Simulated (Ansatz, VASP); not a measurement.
**HC6 in VASP and in Ansatz**

The input INCAR:

```
SYSTEM = HC6
ALGO = Normal
DIPOL = 0.5 0.5 0.307
EDIFF = 1E-6
ENCUT = 520
IDIPOL = 3
ISIF = 2
ISMEAR = 0
LASPH = .TRUE.
LCHARG = .TRUE.
LDIPOL = .TRUE.
LELF = .TRUE.
LREAL = .FALSE.
LVACPOTAV = .TRUE.
LVHAR = .TRUE.
LWAVE = .FALSE.
NBANDS = 38
NELM = 100
PREC = Accurate
SIGMA = 0.1
```

Contents of KPOINTS:

```
k-points
0
G
  6 3 1
  0 0 0
```

Contents of POSCAR:

```
HC6
1.0
    4.8895256614      0.0000000000      0.0000000000
   -1.2223814153      8.7849592876      0.0000000000
    0.0000000000      0.0000000000     22.7474729025
C H
12 2
Direct
    0.0193612757      0.0774451030      0.1758437088
    0.5193612758      0.0774451030      0.1758437088
    0.2742015947      0.0968063788      0.2059542860
    0.7742015947      0.0968063788      0.2059542860
    0.2838822326      0.1355289303      0.2661754406
    0.7838822326      0.1355289303      0.2661754406
    0.0386279421      0.1545151615      0.2955067254
    0.5386279421      0.1545151615      0.2955067254
    0.0488684834      0.1954807970      0.3583587359
    0.5488684834      0.1954807970      0.3583587359
    0.3031723044      0.2126952264      0.3845470194
    0.8031723044      0.2126952264      0.3845470194
    0.0488684834      0.0460940537      0.4605994234
    0.0488684834      0.3448675403      0.4605994234
```

Input for Ansatz:

```yaml
crystal:
  lattice:
    - [4.8895256614, 0.0, 0.0]
    - [-1.2223814153, 8.7849592876, 0.0]
    - [0.0, 0.0, 22.7474729025]
  atoms:
    - { symbol: C, position: [0.0193612757, 0.077445103, 0.1758437088] }
    - { symbol: C, position: [0.5193612758, 0.077445103, 0.1758437088] }
    - { symbol: C, position: [0.2742015947, 0.0968063788, 0.205954286] }
    - { symbol: C, position: [0.7742015947, 0.0968063788, 0.205954286] }
    - { symbol: C, position: [0.2838822326, 0.1355289303, 0.2661754406] }
    - { symbol: C, position: [0.7838822326, 0.1355289303, 0.2661754406] }
    - { symbol: C, position: [0.0386279421, 0.1545151615, 0.2955067254] }
    - { symbol: C, position: [0.5386279421, 0.1545151615, 0.2955067254] }
    - { symbol: C, position: [0.0488684834, 0.195480797, 0.3583587359] }
    - { symbol: C, position: [0.5488684834, 0.195480797, 0.3583587359] }
    - { symbol: C, position: [0.3031723044, 0.2126952264, 0.3845470194] }
    - { symbol: C, position: [0.8031723044, 0.2126952264, 0.3845470194] }
    - { symbol: H, position: [0.0488684834, 0.0460940537, 0.4605994234] }
    - { symbol: H, position: [0.0488684834, 0.3448675403, 0.4605994234] }
basis:
  ecutwfc: 420
kpoints:
  mp_grid: { grid: [6, 3, 1] }
hamiltonian:
  xc: lda
scf:
  occupations: { method: gaussian, width: 0.1 }
output:
  forces: true
  eigenvalues: true
  write_density: true
  write_potential: true
  elf: true
  volumetric_format: npy
efield:
  axis: 3
  dipole_correction: true
  ramp_width: 0.04
```

Alike in both runs: task single point; functional LDA; k mesh 6 × 3 × 1; occupations gaussian, width 0.1 eV; no spin polarisation.

|  | VASP | Ansatz |
| --- | --- | --- |
| version | VASP 6.6.1 | Ansatz 0.2.0 |
| potentials or method | VASP PAW LDA potentials, release 64 (C, H), cutoff 520 eV | scalar-relativistic, plane waves, PAW |
| valence electrons in the cell | 50 | 50 |

```tsv
	VASP	Ansatz	Ansatz less VASP
gap on the k mesh at the Fermi level (eV)	none	none	-
rms of the force components (eV/Å)	1.103	1.109	+0.0059
work function, face that differs most (eV)	5.84	5.83	-0.005
```

LDA's correlation is that of Perdew and Zunger in VASP and of Perdew and Wang (1992) in Ansatz. Atom by atom the forces differ by 0.022 eV/Å (rms over components). A gap of «none» marks a metal or a gap that the smearing closes. Ansatz's warnings: xc potential rough in thin density.
